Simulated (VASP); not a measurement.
Crystal: BaZrO3.

```
Ba Zr O
1.0
     4.19134    0.00000    0.00000
     0.00000    4.19134    0.00000
     0.00000    0.00000    4.19134
Ba Zr O
1 1 3
Direct
  0.00000 0.00000 0.00000
  0.50000 0.50000 0.50000
  0.00000 0.50000 0.50000
  0.50000 0.00000 0.50000
  0.50000 0.50000 0.00000
```

```yaml
Program: VASP 6.6.1
Task: relaxation of cell and atoms
Functional: LDA
Potentials_or_basis: VASP PAW LDA potentials, release 64 (Ba_sv, Zr_sv, O)
Cutoff: 600 eV
k_mesh: 8 × 8 × 8
Occupations: fermi-dirac, width 0.1 eV
Spin: no spin polarisation
```

At the start: pressure -4.0 GPa; volume 14.73 Å³/atom.

Where does the relaxation end?

Over 5 steps the energy falls by 4.5 meV/atom and the volume is 14.38 Å³/atom (-2.4 %); space group Pm-3m (No. 221, to 0.05 Å).

The path:
```
step  energy change (eV)  largest force (eV/Å)  pressure (GPa)  volume (Å³)
   1              0.0000                0.0000           -4.00        73.63
   2              0.0126                0.0000            5.52        69.78
   3             -0.0224                0.0000           -0.03        71.88
   4             -0.0224                0.0000            0.04        71.85
   5             -0.0224                0.0000           -0.01        71.88
```

Final structure:
```
CELL_PARAMETERS angstrom
4.15788 0.00000 0.00000
0.00000 4.15788 0.00000
0.00000 0.00000 4.15788
ATOMIC_POSITIONS crystal
Ba 0.00000 0.00000 0.00000
Zr 0.50000 0.50000 0.50000
O 0.00000 0.50000 0.50000
O 0.50000 0.00000 0.50000
O 0.50000 0.50000 0.00000
```
